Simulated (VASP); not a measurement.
Ca2SiN2:

```
CELL_PARAMETERS angstrom
7.11783 0.00000 0.00000
0.00000 7.11783 0.00000
0.00000 0.00000 3.49417
ATOMIC_POSITIONS crystal
Ca 0.67199 0.17199 0.50000
Ca 0.32801 0.82801 0.50000
Ca 0.17199 0.32801 0.50000
Ca 0.82801 0.67199 0.50000
Si 0.00000 0.00000 0.00000
Si 0.50000 0.50000 0.00000
N 0.12823 0.62823 0.00000
N 0.87177 0.37177 0.00000
N 0.62823 0.87177 0.00000
N 0.37177 0.12823 0.00000
```

The cell was built from a structure type or drawn by symmetry, and may not be a known phase.

| Quantity | Value |
| --- | --- |
| Program | VASP 6.6.1 |
| Task | relaxation of cell and atoms |
| Functional | PBE |
| Potentials or basis | VASP PAW PBE potentials, release 64 (Ca_sv, Si, N) |
| Cutoff | 600 eV |
| k mesh | 4 × 4 × 6 |
| Occupations | gaussian, width 0.1 eV |
| Spin | collinear spin, ferromagnetic start |
| Starting moments | [0.0, 0.0, 0.0, 0.0, 0.0, 0.0, 1.0, 1.0, 1.0, 1.0] μB |

At the start: pressure -11.5 GPa; volume 17.70 Å³/atom.

Problem. How do energy, volume and symmetry change on relaxing?

Solution. Over 14 steps the energy falls by 420.2 meV/atom and the volume is 13.41 Å³/atom (-24.2 %); space group P4/mbm (No. 127, to 0.1 Å) before and after; moment 0.00 μB per cell.

The path:
| step | energy change (eV) | largest force (eV/Å) | pressure (GPa) | volume (Å³) |
| --- | --- | --- | --- | --- |
| 1 | 0.0000 | 0.9570 | -11.53 | 177.03 |
| 2 | -2.1068 | 1.2227 | -1.71 | 146.19 |
| 3 | -2.2528 | 1.4177 | 2.53 | 138.48 |
| 4 | -2.2569 | 1.4864 | 3.75 | 136.61 |
| 5 | -2.9953 | 1.5501 | 1.50 | 136.26 |
| 6 | -3.3992 | 1.2902 | -2.76 | 134.20 |
| 7 | -3.6209 | 1.2102 | -1.55 | 135.30 |
| 8 | -4.1100 | 0.1597 | 1.09 | 132.15 |
| 9 | -4.1244 | 0.2255 | 1.83 | 131.56 |
| 10 | -4.1830 | 0.0640 | -0.58 | 134.88 |
| 11 | -4.1854 | 0.0620 | -1.14 | 135.71 |
| 12 | -4.1988 | 0.1103 | 0.06 | 134.36 |
| 13 | -4.1989 | 0.1054 | -0.04 | 134.47 |
| 14 | -4.2020 | 0.0318 | -0.02 | 134.13 |

Final structure:
```
CELL_PARAMETERS angstrom
6.21738 0.00000 0.00000
0.00000 6.21738 0.00000
0.00000 0.00000 3.46982
ATOMIC_POSITIONS crystal
Ca 0.64674 0.14674 0.50000
Ca 0.35326 0.85326 0.50000
Ca 0.14674 0.35326 0.50000
Ca 0.85326 0.64674 0.50000
Si 0.00000 0.00000 0.00000
Si 0.50000 0.50000 0.00000
N 0.17803 0.67803 0.00000
N 0.82197 0.32197 0.00000
N 0.67803 0.82197 0.00000
N 0.32197 0.17803 0.00000
```

Caveat: the volume moved by over 15 % at a fixed basis, so the end points are rough.
